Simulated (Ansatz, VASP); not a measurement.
Two plane-wave programs on InAs

```
CELL_PARAMETERS angstrom
0.00000 2.84143 2.84143
2.84143 0.00000 2.84143
2.84143 2.84143 0.00000
ATOMIC_POSITIONS crystal
In 0.00000 0.00000 0.00000
As 0.50000 0.50000 0.50000
```

Alike in both runs: task single point; functional PBE-based screened hybrid; k mesh 4 × 4 × 4; occupations fermi-dirac, width 0.02 eV; no spin polarisation.

|  | VASP | Ansatz |
| --- | --- | --- |
| version | VASP 6.6.1 | Ansatz 0.2.0 |
| potentials or method | VASP PAW PBE potentials, release 64 (In_d, As) | plane waves |
| plane-wave cutoff (eV) | 520 | 420 |
| valence electrons in the cell | 18 | 28 |

|  | VASP | Ansatz | Ansatz less VASP |
| --- | --- | --- | --- |
| pressure (GPa) | -4.0 | -3.1 | +0.87 |

VASP's potentials were made for PBE, not for PBE-based screened hybrid. With one functional, cell and mesh, what is left measures potentials, basis and numerics. VASP's potentials hold 18 valence electrons a cell and Ansatz's 28, so a difference there can come from the potentials and not from the codes. Ansatz's warnings: filled band counts differ across k points, stress exchange threshold loose, stress scf threshold loose.

The k mesh is coarse, so the values compare programs but aren't converged.
